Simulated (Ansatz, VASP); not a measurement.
# Two plane-wave programs on LiH

```xyz
4
Lattice="2.6851 -0.7209 -0.0021 -0.7159 2.6863 0.0024 0.0034 -0.0038 4.8852" Properties=species:S:1:pos:R:3 pbc="T T T"
Li    0.9841    0.9808    1.2215
Li    0.9884    0.9808    3.6641
H    -0.1472    2.1164    2.4442
H    -1.2829    3.2544    0.0030
```

Change from the starting cell: cell x2, atoms moved at random (sigma 0.15 Å) and cell strained at random (1.5 %), then relaxed without symmetry.

Alike in both runs: functional PBE; k mesh 6 × 6 × 4; occupations gaussian, width 0.1 eV; no spin polarisation.

Ansatz relaxed the structure, and its values are those at the end. VASP's run is a single point on that final structure, the one shown.

|  | VASP | Ansatz |
| --- | --- | --- |
| version | VASP 6.6.1 | Ansatz 0.2.0 |
| potentials or method | VASP PAW PBE potentials, release 64 (Li_sv, H), cutoff 520 eV | scalar-relativistic, plane waves, PAW |
| valence electrons in the cell | 8 | 8 |

Ansatz gave:

- gap on the k mesh at the Fermi level (eV): 4.35
- least direct gap on the mesh (eV): 4.94

Q: Estimate VASP's values.

A: gap on the k mesh at the Fermi level (eV): 4.35; least direct gap on the mesh (eV): 4.95.

The k mesh is coarse, so the values compare programs but aren't converged. Noted on VASP's run: the cutoff is short for stress, so the pressure is rough.
